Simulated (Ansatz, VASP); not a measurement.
## One calculation of Zn, two programs

The input INCAR:

```
SYSTEM = Zn
PREC = Accurate ; ENCUT = 520
EDIFF = 1E-6 ; ISMEAR = 0
SIGMA = 0.15 ; LREAL = .FALSE.
LASPH = .TRUE. ; NELM = 60
ALGO = Fast ; ISIF = 2
LWAVE = .FALSE. ; LCHARG = .TRUE.
GGA = CA ; LELF = .TRUE.
LVHAR = .TRUE. ; NBANDS = 12
```

The input KPOINTS:

```
regular mesh
0
G
  22 22 22
  0 0 0
```

Contents of POSCAR:

```
Zn
1.0
   -1.5651144075      1.5651144075      1.5690370000
    1.5651144075     -1.5651144075      1.5690370000
    1.5729595925      1.5729595925     -1.5690370000
Zn
1
Direct
    0.0000000000      0.0000000000      0.0000000000
```

Input for Ansatz:

```yaml
crystal:
  lattice:
    - [-1.5651144075, 1.5651144075, 1.569037]
    - [1.5651144075, -1.5651144075, 1.569037]
    - [1.5729595925, 1.5729595925, -1.569037]
  atoms:
    - { symbol: Zn, position: [0.0, 0.0, 0.0] }
basis:
  ecutwfc: 420
kpoints:
  mp_grid: { grid: [22, 22, 22] }
hamiltonian:
  xc: lda
scf:
  occupations: { method: gaussian, width: 0.15 }
output:
  forces: true
  stress: true
  eigenvalues: true
```

Change from the starting cell: strain +0.0050 x Voigt [0, 0, 0, 0, 0, 1], atoms carried along.

Alike in both runs: task single point; functional LDA; k mesh 22 × 22 × 22; occupations gaussian, width 0.15 eV; no spin polarisation.

```csv
,VASP,Ansatz
version,VASP 6.6.1,Ansatz 0.2.0
potentials or method,"VASP PAW LDA potentials, release 64 (Zn), cutoff 520 eV","scalar-relativistic, plane waves, PAW"
valence electrons in the cell,12,12
```

|  | VASP | Ansatz | Ansatz less VASP |
| --- | --- | --- | --- |
| gap on the k mesh at the Fermi level (eV) | none | none | - |
| pressure (GPa) | -7.9 | -8.2 | -0.37 |
| traceless stress, the component that is largest in VASP (GPa) | 0.06 | 0.06 | +0.004 |

LDA's correlation is that of Perdew and Zunger in VASP and of Perdew and Wang (1992) in Ansatz. A gap of «none» marks a metal or a gap that the smearing closes.
